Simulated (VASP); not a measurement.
Runs of VASP 6.6.1 on MnS. The structure is cubic, space group Fm-3m (No. 225). The conventional cell has a = 5.209 Å, b = 5.209 Å, c = 5.209 Å, α = 90.00°, β = 90.00°, γ = 90.00°. Mn (site symmetry m-3m) has 6 S at 2.60 Å within 3.4 Å. S (site symmetry m-3m) has 6 Mn at 2.60 Å within 3.4 Å. 

```tsv
k mesh	gap on the mesh (eV)	pressure (GPa)	moment (μB)
6 × 6 × 6	none	-3.7	4.63
9 × 9 × 9	none	-3.4	4.65
5 × 5 × 5	none	(c)	(b)
3 × 3 × 3	none	-4.2	4.50
7 × 7 × 7	none	(a)	4.65
```

Alike in all rows: task single point; level PBE; potentials or basis VASP PAW PBE potentials, release 64 (Mn_pv, S); spin collinear, ferromagnetic start; cell as given; cutoff (eV) 520; smearing fermi-dirac 0.15 eV.

Fill in the values left out.

(a) -3.5; (b) 4.58; (c) -4.1.

Caveats: some runs use coarse meshes; a cell with one magnetic atom can't hold antiferromagnetic order, which such compounds often take; semilocal functionals often make such compounds metallic where correlation or magnetic order opens a gap, which also shifts bond lengths; the cell stands under tension (at least some runs).

A gap of «none» marks levels without a gap at the run's occupations.
